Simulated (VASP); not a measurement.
Wanted: the native input for a VASP 6.6.1 run.

```
Task                   : relaxation of cell and atoms
Functional             : PBEsol
Potentials or basis    : VASP PAW PBE potentials, release 64 (Ge_d)
Cutoff                 : 600 eV
k mesh                 : 8 × 8 × 4
Occupations            : fermi-dirac, width 0.1 eV
Spin                   : no spin polarisation
Dipole correction      : no
Further INCAR settings : ALGO = Normal; EDIFF = 1e-07; IBRION = 2; EDIFFG = -0.01; NSW = 80; ISIF = 3
```

The structure of Ge lies in POSCAR:

```
Ge
1.0
    3.9975858400      0.0000000000      0.0000000000
   -1.9987929200      3.4620108900      0.0000000000
    0.0000000000      0.0000000000      6.5993779500
Ge
4
Direct
    0.6666666700      0.3333333300      0.0629012500
    0.3333333300      0.6666666700      0.5629012500
    0.6666666700      0.3333333300      0.4370987500
    0.3333333300      0.6666666700      0.9370987500
```

This isn't the form of Ge at room conditions, which is diamond.

The input as run:

INCAR

```
  PREC = Accurate
  ENCUT = 600
  EDIFF = 1E-7
  ISMEAR = -1
  SIGMA = 0.1
  LREAL = False
  LASPH = True
  NELM = 100
  ALGO = Normal
  ISIF = 3
  LWAVE = False
  LCHARG = False
  GGA = PS
  IBRION = 2
  NSW = 80
  EDIFFG = -0.01
```

KPOINTS

```
Automatic mesh
0
Gamma
  8 8 4
```

Potentials or basis: VASP PAW PBE potentials, release 64 (Ge_d).

Command:

```bash
$ cat potpaw_PBE.64/Ge_d/POTCAR > POTCAR
$ mpirun -np 1 vasp_std > vasp.out
```

Results of the run:

```yaml
Relaxed_volume: 22.80 Å³/atom
Relaxed_cell: a = 3.999 Å, b = 3.999 Å, c = 6.586 Å, α = 90.00°, β = 90.00°, γ = 120.00°
Space_group_after_relaxing_to_0.1_Å: P6_3/mmc (No. 194)
Energy_gained_by_relaxing: 0.0 meV/atom
Ionic_steps: 7
Pressure_after_relaxing: 0.0 GPa
Largest_force_after_relaxing: 0.004 eV/Å
Band_gap_on_the_k_mesh: 0.06 eV (least direct gap 0.14 eV)
```

Caveat: the PAW data sets were made with another functional, which shifts forces and pressure a little.

Wall time 2.6 min on 1 thread of Intel(R) Xeon(R) 6975P-C (Granite Rapids) (shared host), peak memory 0.26 GiB.
